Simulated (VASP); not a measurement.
# ZnO (zincite) (P6_3mc) in VASP: settings compared, part 2 of 2

VASP 6.6.1. The steps go on from the part before.

### 4 Single point, PBEsol

Contents of INCAR:

```
PREC = Accurate
ENCUT = 520
EDIFF = 1E-6
ISMEAR = -1
SIGMA = 0.05
LREAL = F
LASPH = T
NELM = 100
ALGO = Normal
ISIF = 2
LWAVE = F
LCHARG = F
GGA = PS
NBANDS = 26
```

Contents of KPOINTS:

```
Automatic mesh
0
Gamma
  9 9 5
```

Contents of POSCAR:

```
ZnO
1.0
    3.2493080000      0.0000000000      0.0000000000
   -1.6246540000      2.8139832727      0.0000000000
    0.0000000000      0.0000000000      5.2057090000
Zn O
2 2
Direct
    0.6666666667      0.3333333333      0.0000000000
    0.3333333333      0.6666666667      0.5000000000
    0.3333333333      0.6666666667      0.8790100000
    0.6666666667      0.3333333333      0.3790100000
```

Potentials or basis: VASP PAW PBE potentials, release 64 (Zn, O).

On the command line:

```sh
$ cat potpaw_PBE.64/Zn/POTCAR potpaw_PBE.64/O/POTCAR > POTCAR
$ mpirun -np 1 vasp_std > vasp.out
```

OUTCAR:

```text
PREC = Accurate
   ENCUT = 520
   EDIFF = 1E-6
   ISMEAR = -1
   LREAL = F
   LASPH = T
   NELM = 100
   ISIF = 2
   GGA = PS

 ion  position               nearest neighbor table
   1  0.667  0.333  0.000-   4 1.97   3 1.98   3 1.98   3 1.98
   2  0.333  0.667  0.500-   3 1.97   4 1.98   4 1.98   4 1.98
   3  0.333  0.667  0.879-   2 1.97   1 1.98   1 1.98   1 1.98
   4  0.667  0.333  0.379-   1 1.97   2 1.98   2 1.98   2 1.98

  LATTYP: Found a hexagonal cell.
 ALAT       =     3.2493080000
 C/A-ratio  =     1.6020977390

  Lattice vectors:

 A1 = (   3.2493080000,   0.0000000000,   0.0000000000)
 A2 = (  -1.6246540000,   2.8139832727,   0.0000000000)
 A3 = (   0.0000000000,   0.0000000000,   5.2057090000)

Analysis of symmetry for initial positions (statically):
=====================================================================
 Subroutine PRICEL returns:
 Original cell was already a primitive cell.

 Routine SETGRP: Setting up the symmetry group for a
[... 164 lines left out ...]

 Free energy of the ion-electron system (eV)
  ---------------------------------------------------
  ext. energy  EPLUGINS =         0.00000000
  ---------------------------------------------------
  free energy    TOTEN  =       -19.41030157 eV

  energy without entropy =      -19.41029168  energy(sigma->0) =      -19.41029662

 E-fermi :   1.4295     XC(G=0): -11.1857

 val. band max:        1.0471806773   @ k =   0.0000   0.0000   0.0000
 cond. band min:       1.7319235102   @ k =   0.0000   0.0000   0.0000
 fundamental gap:      0.6847428329
 Fermi energy:         1.4294933040

 k-point     1 :       0.0000    0.0000    0.0000
  band No.  band energies     occupation
      1     -16.9908      2.00000
      2     -16.2391      2.00000
      3      -4.6592      2.00000
      4      -4.6592      2.00000
      5      -4.6584      2.00000
      6      -4.6197      2.00000
[... 685 lines left out ...]
     25      14.4016      0.00000
     26      15.5261      0.00000

 [... further k-points ...]
[... 5 lines left out ...]
  --------------------------------------------------------------------------------------
  -------------------------------------------------------------------------------------
  Total       -0.3486263     -0.3486263      0.1631299      0.0000000      0.0000000      0.0000000
  in kB      -11.7348739    -11.7348739      5.4910047      0.0000000      0.0000000      0.0000000
  external PRESSURE =      -5.9929143 kB  Pullay stress =       0.0000000 kB

 VOLUME and BASIS-vectors are now :
 -----------------------------------------------------------------------------
  energy-cutoff  :      520.00
  volume of cell :       47.60
      direct lattice vectors                 reciprocal lattice vectors
     3.249308000  0.000000000  0.000000000     0.307757836  0.177684070  0.000000000
    -1.624654000  2.813983273  0.000000000     0.000000000  0.355368139  0.000000000
     0.000000000  0.000000000  5.205709000     0.000000000  0.000000000  0.192096792

 POSITION                                       TOTAL-FORCE (eV/Angst)
 -----------------------------------------------------------------------------------
      1.62465      0.93799      0.00000        -0.000000      0.000000     -0.065407
     -0.00000      1.87599      2.60285         0.000000     -0.000000     -0.065407
     -0.00000      1.87599      4.57587        -0.000000      0.000000      0.065407
      1.62465      0.93799      1.97302         0.000000      0.000000      0.065407
 -----------------------------------------------------------------------------------
    total drift:                               -0.000000     -0.000000     -0.000744

  FREE ENERGIE OF THE ION-ELECTRON SYSTEM (eV)
  ---------------------------------------------------
  free  energy   TOTEN  =       -19.4103015691 eV

  energy  without entropy=      -19.4102916805  energy(sigma->0) =      -19.41029662
```

OSZICAR:

```text
N       E                     dE             d eps       ncg     rms          rms(c)
DAV:   1     0.299572667688E+03    0.29957E+03   -0.18274E+04  1880   0.203E+03
DAV:   2     0.103052426210E+02   -0.28927E+03   -0.27105E+03  1974   0.414E+02
DAV:   3    -0.215676150795E+02   -0.31873E+02   -0.31450E+02  2052   0.140E+02
DAV:   4    -0.222064229963E+02   -0.63881E+00   -0.63735E+00  2124   0.202E+01
DAV:   5    -0.222096977200E+02   -0.32747E-02   -0.32744E-02  2032   0.150E+00    0.140E+01
DAV:   6    -0.192841724921E+02    0.29255E+01   -0.56123E+00  2922   0.604E+01    0.900E+00
DAV:   7    -0.194594587920E+02   -0.17529E+00   -0.26205E+00  1952   0.159E+01    0.539E+00
DAV:   8    -0.194590250159E+02    0.43378E-03   -0.50971E-01  2666   0.717E+00    0.164E+00
DAV:   9    -0.194082964881E+02    0.50729E-01   -0.94448E-02  2750   0.607E+00    0.354E-01
DAV:  10    -0.194102573070E+02   -0.19608E-02   -0.37679E-02  1892   0.132E+00    0.110E-01
DAV:  11    -0.194102748577E+02   -0.17551E-04   -0.58631E-04  2042   0.200E-01    0.232E-02
DAV:  12    -0.194103006327E+02   -0.25775E-04   -0.33208E-05  1968   0.780E-02    0.176E-02
DAV:  13    -0.194103015691E+02   -0.93638E-06   -0.43310E-06  2110   0.417E-02
   1 F= -.19410302E+02 E0= -.19410297E+02  d E =-.988854E-05
```

stdout:

```text
POSCAR found type information on POSCAR ZnO
 POSCAR found :  2 types and       4 ions
 scaLAPACK will be used
 -----------------------------------------------------------------------------
|                                                                             |
|                                                                             |
|     You enforced a specific xc type in the INCAR file but a different       |
|     I HOPE YOU KNOW WHAT YOU ARE DOING!                                     |
|                                                                             |
 -----------------------------------------------------------------------------

 LDA part: xc-table for (Slater+PW92), standard interpolation
 POSCAR, INCAR and KPOINTS ok, starting setup
 FFT: planning ... GRIDC
 FFT: planning ... GRID_SOFT
 FFT: planning ... GRID
 WAVECAR not read
 entering main loop
```

Wall time 19 s (1 thread of Intel Xeon 6975P-C (Granite Rapids), shared host); peak memory 0.17 GiB.

What came out:

```
Free energy            : -19.4103 eV
Pressure               : -0.6 GPa
Largest force          : 0.065 eV/Å
Band gap on the k mesh : 0.68 eV, direct
```

Forces in eV/Å, atoms in the order of the input:
```
Zn   0.000  0.000 -0.065
Zn   0.000  0.000 -0.065
O    0.000  0.000  0.065
O    0.000  0.000  0.065
```

Stress tensor (GPa, compression positive):
```
-1.17  0.00  0.00
 0.00 -1.17  0.00
 0.00  0.00  0.55
```

Levels at points of the mesh, in eV from the valence-band top:
```csv
k point,band 15,band 16,band 17,band 18,band 19,band 20,band 21,band 22
"(0.00, 0.00, 0.00)",-0.82,-0.07,0.00,0.00,0.68,5.10,8.14,12.72
```

Caveat: the PAW data sets were made with another functional, which shifts forces and pressure a little.

### 5 Single point, PBE (volume scaled by 0.94)

Contents of INCAR:

```
  ALGO = Normal
  EDIFF = 1E-6
  ENCUT = 520
  GGA = PE
  ISIF = 2
  ISMEAR = -1
  LASPH = T
  LCHARG = F
  LREAL = F
  LWAVE = F
  NBANDS = 26
  NELM = 80
  PREC = Accurate
  SIGMA = 0.05
```

Contents of KPOINTS:

```
k-points
0
Gamma
  9 9 5
```

Contents of POSCAR:

```
ZnO
1.0
    3.1829769797      0.0000000000      0.0000000000
   -1.5914884899      2.7565389241      0.0000000000
    0.0000000000      0.0000000000      5.0994402224
Zn O
2 2
Direct
    0.6666666667      0.3333333333      0.0000000000
    0.3333333333      0.6666666667      0.5000000000
    0.3333333333      0.6666666667      0.8790100000
    0.6666666667      0.3333333333      0.3790100000
```

On the command line:

```sh
$ cat potpaw_PBE.64/Zn/POTCAR potpaw_PBE.64/O/POTCAR > POTCAR
$ mpirun -np 1 vasp_std > vasp.out
```

Run time: 16 s. Hardware: 1 thread of Intel Xeon Platinum 8559C (Emerald Rapids), shared host; peak memory 0.17 GiB.

It converged, with:

```
Free energy            : -17.6205 eV
Pressure               : 17.0 GPa
Largest force          : 0.097 eV/Å
Band gap on the k mesh : 0.88 eV, direct
```

Forces on the atoms (eV/Å):
```
Zn   0.000  0.000 -0.097
Zn   0.000  0.000 -0.097
O    0.000  0.000  0.097
O    0.000  0.000  0.097
```

Stress tensor (GPa, compression positive):
```
16.27  0.00  0.00
 0.00 16.27  0.00
 0.00  0.00 18.37
```

Levels at points of the mesh, in eV from the valence-band top:
```
           k point  band 15  band 16  band 17  band 18  band 19  band 20  band 21  band 22
(0.00, 0.00, 0.00)    -0.89    -0.09     0.00     0.00     0.88     5.44     8.47    13.16
```

### 6 Single point, PBE (volume scaled by 0.96)

Contents of INCAR:

```
SYSTEM = ZnO
PREC = Accurate
ENCUT = 520
EDIFF = 1E-7
ISMEAR = -1
SIGMA = 0.05
LREAL = .FALSE.
LASPH = .TRUE.
NELM = 80
ALGO = Normal
ISIF = 2
LWAVE = .FALSE.
LCHARG = .FALSE.
GGA = PE
NBANDS = 26
```

Contents of KPOINTS:

```
regular mesh
0
G
  9 9 5
  0 0 0
```

Contents of POSCAR:

```
ZnO
1.0
    3.2053930491      0.0000000000      0.0000000000
   -1.6026965246      2.7759518096      0.0000000000
    0.0000000000      0.0000000000      5.1353529565
Zn O
2 2
Direct
    0.6666666667      0.3333333333      0.0000000000
    0.3333333333      0.6666666667      0.5000000000
    0.3333333333      0.6666666667      0.8790100000
    0.6666666667      0.3333333333      0.3790100000
```

Potentials or basis: VASP PAW PBE potentials, release 64 (Zn, O).

On the command line:

```sh
$ cat potpaw_PBE.64/Zn/POTCAR potpaw_PBE.64/O/POTCAR > POTCAR
$ mpirun -np 1 vasp_std > vasp.out
```

It took 19 s on 1 thread of Intel Xeon Platinum 8559C (Emerald Rapids), shared host; peak memory 0.17 GiB.

Results (log left out):

| Item | Value |
| --- | --- |
| Free energy | -17.7098 eV |
| Pressure | 12.9 GPa |
| Largest force | 0.089 eV/Å |
| Band gap on the k mesh | 0.85 eV, direct |

Forces in eV/Å, atoms in the order of the input:
```
Zn   0.000  0.000 -0.089
Zn   0.000  0.000 -0.089
O    0.000  0.000  0.089
O    0.000  0.000  0.089
```

Stress tensor (GPa, compression positive):
```
12.22  0.00  0.00
 0.00 12.22  0.00
 0.00  0.00 14.20
```

Levels at points of the mesh, in eV from the valence-band top:
```tsv
k point	band 16	band 17	band 18	band 19	band 20	band 21
(0.00, 0.00, 0.00)	-0.08	0.00	0.00	0.85	5.36	8.40
```

### 7 The runs side by side

```csv
level,cell,k mesh,gap on the mesh (eV),pressure (GPa),largest force (eV/Å)
PBE,"a = 3.249, b = 3.249, c = 5.206 Å, angles 90.0, 90.0, 120.0°, 4 atoms",5 × 5 × 3,0.79,6.0,0.07
PBEsol,"a = 3.249, b = 3.249, c = 5.206 Å, angles 90.0, 90.0, 120.0°, 4 atoms",9 × 9 × 5,0.68,-0.6,0.07
PBE,"a = 3.183, b = 3.183, c = 5.099 Å, angles 90.0, 90.0, 120.0°, 4 atoms",9 × 9 × 5,0.88,17.0,0.10
PBE,"a = 3.205, b = 3.205, c = 5.135 Å, angles 90.0, 90.0, 120.0°, 4 atoms",9 × 9 × 5,0.85,12.9,0.09
```

Alike in all rows: task single point; potentials or basis VASP PAW PBE potentials, release 64 (Zn, O); no spin polarisation; cutoff (eV) 520; smearing fermi-dirac 0.05 eV.

Caveats: some runs use coarse meshes; the PAW data sets were made with another functional, which shifts forces and pressure a little (some runs).

Absolute energies hang on the potentials; compare differences alone.

### 8 Comparison with measurements

Step 3. A measured gap of ZnO is 3.37 eV (quoted in “Electronic structure of alkaline earth and post-transition metal oxides”, 2009, arxiv:0908.1581); the calculated 0.68 eV misses it by -2.69 eV. So large a miss can be the level of theory's own, or it may mean another phase, state or a wrong row. The value is that of PBEsol, without temperature or zero-point motion. Semilocal functionals fall short of measured gaps as a rule.

Step 4. A measured gap of ZnO is 3.37 eV (quoted in “Electronic structure of alkaline earth and post-transition metal oxides”, 2009, arxiv:0908.1581); the calculated 0.68 eV misses it by -2.69 eV. So large a miss can be the level of theory's own, or it may mean another phase, state or a wrong row. The value is that of PBEsol, without temperature or zero-point motion. Semilocal functionals fall short of measured gaps as a rule.
